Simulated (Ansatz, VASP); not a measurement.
## One calculation of NaMgI3, two programs

The input POSCAR:

```
NaMgI3
1.0
    5.8462119105      0.0000000000      0.0000000000
    0.0000000000      5.8462119105      0.0000000000
    0.0000000000      0.0000000000      5.8462119105
Na Mg I
1 1 3
Direct
    0.0000000000      0.0000000000      0.0000000000
    0.5000000000      0.5000000000      0.5000000000
    0.5000000000      0.5000000000      0.0000000000
    0.5000000000      0.0000000000      0.5000000000
    0.0000000000      0.5000000000      0.5000000000
```

The input INCAR.step1:

```
SYSTEM = NaMgI3
ALGO = Normal ; EDIFF = 1E-4
ENCUT = 520 ; GGA = PE
ISMEAR = 0 ; LASPH = .TRUE.
LCHARG = .FALSE. ; LREAL = .FALSE.
LWAVE = .TRUE. ; NBANDS = 23
NELM = 60 ; PREC = Accurate
SIGMA = 0.01
```

File INCAR.step2:

```
SYSTEM = NaMgI3
ALGO = Normal ; EDIFF = 1E-7
ENCUT = 520 ; ISIF = 2
ISMEAR = 0 ; ISTART = 1
LASPH = .TRUE. ; LCHARG = .FALSE.
LMIXTAU = .TRUE. ; LREAL = .FALSE.
LWAVE = .FALSE. ; METAGGA = R2SCAN
NBANDS = 23 ; NELM = 60
PREC = Accurate ; SIGMA = 0.01
```

Contents of KPOINTS:

```
k-points
0
G
  4 4 4
  0 0 0
```

Input for Ansatz:

```yaml
crystal:
  lattice:
    - [5.8462119105, 0.0, 0.0]
    - [0.0, 5.8462119105, 0.0]
    - [0.0, 0.0, 5.8462119105]
  atoms:
    - { symbol: Na, position: [0.0, 0.0, 0.0] }
    - { symbol: Mg, position: [0.5, 0.5, 0.5] }
    - { symbol: I, position: [0.5, 0.5, 0.0] }
    - { symbol: I, position: [0.5, 0.0, 0.5] }
    - { symbol: I, position: [0.0, 0.5, 0.5] }
kpoints:
  mp_grid: { grid: [4, 4, 4] }
  band_path:
    path: [[0.0, 0.0, 0.0], [0.0, 0.5, 0.0], [0.5, 0.5, 0.0], [0.5, 0.5, 0.5]]
    npoints: 1
hamiltonian:
  xc: r2scan
scf:
  occupations: { method: fixed }
  n_extra_bands: 5
output:
  forces: true
  stress: true
  eigenvalues: true
```

Change from the starting cell: hydrostatic strain +1.0%.

Alike in both runs: task single point; functional r2SCAN; k mesh 4 × 4 × 4; no spin polarisation.

|  | VASP | Ansatz |
| --- | --- | --- |
| version | VASP 6.6.1 | Ansatz 0.2.0 |
| potentials or method | VASP PAW PBE potentials, release 64 (Na_pv, Mg, I) | plane waves, PAW |
| plane-wave cutoff (eV) | 520 | 500 |
| occupations | gaussian, width 0.01 eV | fixed |
| valence electrons in the cell | 30 | 70 |

|  | VASP | Ansatz | Ansatz less VASP |
| --- | --- | --- | --- |
| gap on the k mesh at the Fermi level (eV) | 1.76 | 1.80 | +0.038 |
| pressure (GPa) | -0.7 | -0.6 | +0.07 |

VASP's potentials were made for PBE, not for r2SCAN. VASP's potentials hold 30 valence electrons a cell and Ansatz's 70, so a difference there can come from the potentials and not from the codes.

Neither program's run includes spin-orbit coupling.
